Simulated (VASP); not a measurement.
# Nb (Pm-3m) in VASP: further runs

Nb is run at these levels: PBEsol; tasks: single point, relaxation of cell and atoms.

All numbers are computed with VASP 6.6.1; they aren't measurements. Logs are shortened: lines on timing, memory, paths and dates and some standing lists are left out, and cuts for length are marked.

**1. The cell of the first run**

It takes space group Pm-3m (No. 221, cubic). Conventional cell: a = 2.686 Å, b = 2.686 Å, c = 2.686 Å, α = 90.00°, β = 90.00°, γ = 90.00°. Nb (site symmetry m-3m) has 6 Nb at 2.69 Å within 3.5 Å.

**2. Single point, PBEsol**

File INCAR:

```
PREC     = Accurate       # precision mode
ENCUT    = 520            # plane-wave cutoff, eV
EDIFF    = 1E-6           # SCF threshold, eV
ISMEAR   = -1             # smearing method
SIGMA    = 0.1            # smearing width, eV
LREAL    = F              # projectors in reciprocal space
LASPH    = T              # aspherical terms in the spheres
NELM     = 100            # most SCF steps
ALGO     = Normal         # electronic algorithm
ISIF     = 2              # what is computed and relaxed
LWAVE    = F              # write WAVECAR
LCHARG   = T              # write CHGCAR
GGA      = PS             # functional
LELF     = T              # ELF
LVHAR    = T            
NBANDS   = 12             # bands
```

File KPOINTS:

```
Automatic mesh
0
Gamma
  13 13 13
```

File POSCAR:

```
Nb
1.0
    2.6861506132      0.0000000000      0.0000000000
    0.0000000000      2.6861506132      0.0000000000
    0.0000000000      0.0000000000      2.6861506132
Nb
1
Direct
    0.0000000000      0.0000000000      0.0000000000
```

Potentials or basis: VASP PAW PBE potentials, release 64 (Nb_sv).

Command:

```sh
$ cat potpaw_PBE.64/Nb_sv/POTCAR > POTCAR
$ mpirun -np 1 vasp_std > vasp.out
```

OUTCAR:

```text
PREC = Accurate
   ENCUT = 520
   EDIFF = 1E-6
   ISMEAR = -1
   LREAL = F
   LASPH = T
   NELM = 100
   ISIF = 2
   GGA = PS

 ion  position               nearest neighbor table
   1  0.000  0.000  0.000-

  LATTYP: Found a simple cubic cell.
 ALAT       =     2.6861506132

  Lattice vectors:

 A1 = (   2.6861506132,   0.0000000000,   0.0000000000)
 A2 = (   0.0000000000,   2.6861506132,   0.0000000000)
 A3 = (   0.0000000000,   0.0000000000,   2.6861506132)

Analysis of symmetry for initial positions (statically):
=====================================================================
 Subroutine PRICEL returns:
 Original cell was already a primitive cell.

 Routine SETGRP: Setting up the symmetry group for a
 simple cubic supercell.

 Subroutine GETGRP returns: Found 48 space group operations
 (whereof 48 operations were pure point group operations)
 out of a pool of 48 trial point group operations.

The static configuration has the point symmetry O_h .

Analysis of symmetry for dynamics (positions and initial velocities):
=====================================================================
 Subroutine PRICEL returns:
 Original cell was already a primitive cell.

 Routine SETGRP: Setting up the symmetry group for a
 simple cubic supercell.

 Subroutine GETGRP returns: Found 48 space group operations
 (whereof 48 operations were pure point group operations)
 out of a pool of 48 trial point group operations.

The dynamic configuration has the point symmetry O_h .

 Subroutine INISYM returns: Found 48 space group operations
 (whereof 48 operations are pure point group operations),
 and found     1 'primitive' translations

----------------------------------------------------------------------------------------

                                     Primitive cell

  volume of cell :      19.3817

  direct lattice vectors                    reciprocal lattice vectors
     2.686150613  0.000000000  0.000000000     0.372279944  0.000000000  0.000000000
     0.000000000  2.686150613  0.000000000     0.000000000  0.372279944  0.000000000
     0.000000000  0.000000000  2.686150613     0.000000000  0.000000000  0.372279944

  length of vectors
     2.686150613  2.686150613  2.686150613     0.372279944  0.372279944  0.372279944

[... 77 lines left out ...]
   NELM   =    100;   NELMIN=  2; NELMDL= -5     # of ELM steps
   EDIFF  = 0.1E-05   stopping-criterion for ELM
   LREAL  =      F    real-space projection
   EDIFFG = 0.1E-04   stopping-criterion for IOM
   NSW    =      0    number of steps for IOM
   IBRION =     -1    ionic relax: 0-MD 1-quasi-New 2-CG
   NFREE  =      0    steps in history (QN), initial steepest desc. (CG)
   ISIF   =      2    stress and relaxation
   ISYM   =      2    0-nonsym 1-usesym 2-fastsym
   POTIM  = 0.5000    time-step for ionic-motion
   TEBEG  =    0.0;   TEEND  =   0.0 temperature during run
   PSTRESS=    0.0 pullay stress
   NELECT =      13.0000    total number of electrons
   NUPDOWN=      -1.0000    fix difference up-down
   EMIN   =  10.00;   EMAX   =-10.00  energy-range for DOS
   EFERMI =   0.00;   METHOD = LEGACY
   ISMEAR =    -1;   SIGMA  =   0.10  broadening in eV -4-tet -1-fermi 0-gaus
   EFERMI_NEDOS =   21; number of points for ismear=-14 and -15
   IALGO  =     38    algorithm
   IMIX   =      4    mixing-type and parameters
     AMIX     =   0.40;   BMIX     =  1.00
     AMIX_MAG =   1.60;   BMIX_MAG =  1.00
  volume/ion in A,a.u.               =      19.38       130.79
  Fermi-wavevector in a.u.,A,eV,Ry     =   1.433042  2.708057 27.941052  2.053609
  Thomas-Fermi vector in A             =   2.552603
   LORBIT       =      0    0 simple, 1 ext, 2 COOP (PROOUT), +10 PAW based schemes
   GGA     = PS    functional components
   LHFCALC =     F    Hartree Fock is set to
   AEXX    =    0.0000 exact exchange contribution
   IVDW    =     0    specifies the selected vdW correction
   LEPSILON=     F    determine dielectric tensor
   LRPA    =     F    only Hartree local field effects (RPA)
 non-spin polarized calculation
  energy-cutoff  :      520.00
  volume of cell :       19.38
 maximum number of plane-waves:       535
 NGX is ok and might be reduce to    20
   NGX =  9   NGY =  9   NGZ =  9

 number of electron      12.9999998 magnetization

 Free energy of the ion-electron system (eV)
  ---------------------------------------------------
  ext. energy  EPLUGINS =         0.00000000
  ---------------------------------------------------
  free energy    TOTEN  =        -9.95330207 eV

  energy without entropy =       -9.92264104  energy(sigma->0) =       -9.93797156

 E-fermi :  10.1677     XC(G=0): -12.1403

 val. band max:       10.1663281722   @ k =   0.3846   0.0769   0.0000
 cond. band min:      10.2806639605   @ k =   0.4615   0.4615   0.1538
 fundamental gap:      0.1143357884
 Fermi energy:        10.1676514175

 k-point     1 :       0.0000    0.0000    0.0000
  band No.  band energies     occupation
      1     -44.4253      2.00000
      2     -19.6491      2.00000
      3     -19.6491      2.00000
      4     -19.6491      2.00000
      5       4.4386      2.00000
      6       7.2267      2.00000
      7       7.2267      2.00000
      8      15.4725      0.00000
      9      15.4725      0.00000
     10      15.4725      0.00000
     11      25.0315      0.00000
     12      25.0315      0.00000
[... 331 lines left out ...]
 k-point    24 :       0.3846    0.3077    0.0000
  band No.  band energies     occupation
      1     -44.0984      2.00000
      2     -20.9154      2.00000
      3     -20.5803      2.00000
      4     -19.4207      2.00000
      5       7.0763      2.00000
      6       8.5002      2.00000
      7      12.2341      0.00000
      8      12.8149      0.00000
      9      13.5097      0.00000
     10      13.9030      0.00000
     11      20.1131      0.00000
     12      24.3940      0.00000

 [... further k-points ...]
[... 5 lines left out ...]
  --------------------------------------------------------------------------------------
  -------------------------------------------------------------------------------------
  Total       -0.0728105     -0.0728105     -0.0728105     -0.0000000     -0.0000000      0.0000000
  in kB       -6.0188461     -6.0188461     -6.0188461     -0.0000000     -0.0000000      0.0000000
  external PRESSURE =      -6.0188461 kB  Pullay stress =       0.0000000 kB

 VOLUME and BASIS-vectors are now :
 -----------------------------------------------------------------------------
  energy-cutoff  :      520.00
  volume of cell :       19.38
      direct lattice vectors                 reciprocal lattice vectors
     2.686150613  0.000000000  0.000000000     0.372279944  0.000000000  0.000000000
     0.000000000  2.686150613  0.000000000     0.000000000  0.372279944  0.000000000
     0.000000000  0.000000000  2.686150613     0.000000000  0.000000000  0.372279944

 POSITION                                       TOTAL-FORCE (eV/Angst)
 -----------------------------------------------------------------------------------
      0.00000      0.00000      0.00000         0.000000      0.000000      0.000000
 -----------------------------------------------------------------------------------
    total drift:                                0.000000      0.000000      0.000000

  FREE ENERGIE OF THE ION-ELECTRON SYSTEM (eV)
  ---------------------------------------------------
  free  energy   TOTEN  =        -9.9533020667 eV

  energy  without entropy=       -9.9226410445  energy(sigma->0) =       -9.93797156
```

stdout:

```text
POSCAR found type information on POSCAR Nb
 POSCAR found :  1 types and       1 ions
 scaLAPACK will be used
 -----------------------------------------------------------------------------
|                                                                             |
|                                                                             |
|     You enforced a specific xc type in the INCAR file but a different       |
|     I HOPE YOU KNOW WHAT YOU ARE DOING!                                     |
|                                                                             |
 -----------------------------------------------------------------------------

 LDA part: xc-table for (Slater+PW92), standard interpolation
 POSCAR, INCAR and KPOINTS ok, starting setup
 FFT: planning ... GRIDC
 FFT: planning ... GRID_SOFT
 FFT: planning ... GRID
 WAVECAR not read
 entering main loop
```

It took 11 s on 1 thread of Intel Xeon Platinum 8375C at 2.90GHz (Ice Lake), shared host; peak memory 0.13 GiB.

What came out:

```yaml
Free_energy: -9.9533 eV
Pressure: -0.6 GPa
```

Caveat: the PAW data sets were made with another functional, which shifts forces and pressure a little.

(Part 1 of 3 ends here.)
